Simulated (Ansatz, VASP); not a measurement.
# HfO2: VASP beside Ansatz

The input INCAR:

```
PREC     = Accurate       # precision mode
ENCUT    = 520            # plane-wave cutoff, eV
EDIFF    = 1E-7           # SCF threshold, eV
ISMEAR   = -1             # smearing method
SIGMA    = 0.3102         # smearing width, eV
LREAL    = Auto         
LASPH    = True           # aspherical terms in the spheres
NELM     = 100            # most SCF steps
ALGO     = Normal         # electronic algorithm
ISIF     = 2              # what is computed and relaxed
LWAVE    = False          # write WAVECAR
LCHARG   = True           # write CHGCAR
GGA      = PE             # functional
LELF     = True           # ELF
LVHAR    = True         
NBANDS   = 81             # bands
```

The input KPOINTS:

```
regular mesh
0
Gamma
  3 3 4
```

POSCAR

```
HfO2
1.0
    5.9133820000      0.0936650000     -0.0263170000
    0.0936650000      6.1692290000     -0.0293520000
   -0.0263170000     -0.0293520000      5.6660680000
Hf O
6 12
Direct
    0.2652982534      0.3820835568      0.9589029264
    0.8643355014      0.0785730395      0.8228266333
    0.4133525978      0.8372032011      0.0308641408
    0.3875967557      0.0903088170      0.4798485266
    0.8533802506      0.2800527884      0.3340131605
    0.0554071734      0.6248228297      0.5323162522
    0.1872891612      0.1112057373      0.2075100874
    0.0895981759      0.9514841893      0.6196292483
    0.7059434391      0.3756697018      0.6521177345
    0.7493747268      0.8044924606      0.9212873928
    0.4120010342      0.1165548827      0.8498376652
    0.1407037734      0.3269882707      0.6116994732
    0.8333479545      0.5807496503      0.3198395288
    0.6005863726      0.9054670470      0.3827460507
    0.9320848664      0.3395594000      0.9984095530
    0.3319805089      0.6039562578      0.2680206578
    0.3774622618      0.6511621032      0.7679822358
    0.5642738575      0.2862742667      0.1588300493
```

Input for Ansatz:

```yaml
crystal:
  lattice:
    - [5.913382, 0.093665, -0.026317]
    - [0.093665, 6.169229, -0.029352]
    - [-0.026317, -0.029352, 5.666068]
  atoms:
    - { symbol: Hf, position: [0.2652982534, 0.3820835568, 0.9589029264] }
    - { symbol: Hf, position: [0.8643355014, 0.0785730395, 0.8228266333] }
    - { symbol: Hf, position: [0.4133525978, 0.8372032011, 0.0308641408] }
    - { symbol: Hf, position: [0.3875967557, 0.090308817, 0.4798485266] }
    - { symbol: Hf, position: [0.8533802506, 0.2800527884, 0.3340131605] }
    - { symbol: Hf, position: [0.0554071734, 0.6248228297, 0.5323162522] }
    - { symbol: O, position: [0.1872891612, 0.1112057373, 0.2075100874] }
    - { symbol: O, position: [0.0895981759, 0.9514841893, 0.6196292483] }
    - { symbol: O, position: [0.7059434391, 0.3756697018, 0.6521177345] }
    - { symbol: O, position: [0.7493747268, 0.8044924606, 0.9212873928] }
    - { symbol: O, position: [0.4120010342, 0.1165548827, 0.8498376652] }
    - { symbol: O, position: [0.1407037734, 0.3269882707, 0.6116994732] }
    - { symbol: O, position: [0.8333479545, 0.5807496503, 0.3198395288] }
    - { symbol: O, position: [0.6005863726, 0.905467047, 0.3827460507] }
    - { symbol: O, position: [0.9320848664, 0.3395594, 0.998409553] }
    - { symbol: O, position: [0.3319805089, 0.6039562578, 0.2680206578] }
    - { symbol: O, position: [0.3774622618, 0.6511621032, 0.7679822358] }
    - { symbol: O, position: [0.5642738575, 0.2862742667, 0.1588300493] }
basis:
  ecutwfc: 420
kpoints:
  mp_grid: { grid: [3, 3, 4] }
hamiltonian:
  xc: pbe
scf:
  occupations: { method: fermi_dirac, width: 0.3102 }
output:
  forces: true
  stress: true
  eigenvalues: true
  populations: true
  write_density: true
  write_potential: true
  elf: true
  volumetric_format: npy
```

Alike in both runs: task single point; functional PBE; k mesh 3 × 3 × 4; occupations fermi-dirac, width 0.3102 eV; no spin polarisation.

```csv
,VASP,Ansatz
version,VASP 6.6.1,Ansatz 0.2.0
potentials or method,"VASP PAW PBE potentials, release 64 (Hf_pv, O), cutoff 520 eV","scalar-relativistic, plane waves, PAW"
valence electrons in the cell,132,228
```

```csv
,VASP,Ansatz,Ansatz less VASP
gap on the k mesh at the Fermi level (eV),2.15,2.18,+0.024
least direct gap on the mesh (eV),2.20,2.22,+0.026
rms of the force components (eV/Å),2.149,2.140,-0.0089
```

Atom by atom the forces differ by 0.070 eV/Å (rms over components). VASP's potentials hold 132 valence electrons a cell and Ansatz's 228, so a difference there can come from the potentials and not from the codes.

Neither program's run includes spin-orbit coupling.
